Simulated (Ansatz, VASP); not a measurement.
# Zr: VASP beside Ansatz

The input INCAR:

```
SYSTEM = Zr
  PREC = Accurate
  ENCUT = 520
  EDIFF = 1E-7
  ISMEAR = 0
  SIGMA = 0.1
  LREAL = .FALSE.
  LASPH = .TRUE.
  NELM = 60
  ALGO = Normal
  ISIF = 2
  LWAVE = .FALSE.
  LCHARG = .FALSE.
  GGA = PE
  NBANDS = 12
```

KPOINTS

```
Automatic mesh
0
G
  9 9 9
  0 0 0
```

File POSCAR:

```
Zr
1.0
    0.0000000000      2.2624917494      2.2624917494
    2.2624917494      0.0000000000      2.2624917494
    2.2624917494      2.2624917494      0.0000000000
Zr
1
Direct
    0.0000000000      0.0000000000      0.0000000000
```

Input for Ansatz:

```yaml
crystal:
  lattice:
    - [0.0, 2.262491749387411, 2.262491749387411]
    - [2.262491749387411, 0.0, 2.262491749387411]
    - [2.262491749387411, 2.262491749387411, 0.0]
  atoms:
    - { symbol: Zr, position: [0.0, 0.0, 0.0] }
basis:
  ecutwfc: 500.0
kpoints:
  mp_grid:
    grid: [9, 9, 9]
hamiltonian:
  xc: pbe
scf:
  occupations:
    method: gaussian
    width: 0.1
output:
  stress: true
```

Alike in both runs: task single point; functional PBE; k mesh 9 × 9 × 9; occupations gaussian, width 0.1 eV; no spin polarisation.

|  | VASP | Ansatz |
| --- | --- | --- |
| version | VASP 6.6.1 | Ansatz 0.2.0 |
| potentials or method | VASP PAW PBE potentials, release 64 (Zr_sv), cutoff 520 eV | plane waves, PAW |
| valence electrons in the cell | 12 | 12 |

|  | VASP | Ansatz | Ansatz less VASP |
| --- | --- | --- | --- |
| pressure (GPa) | 0.4 | 0.4 | -0.02 |
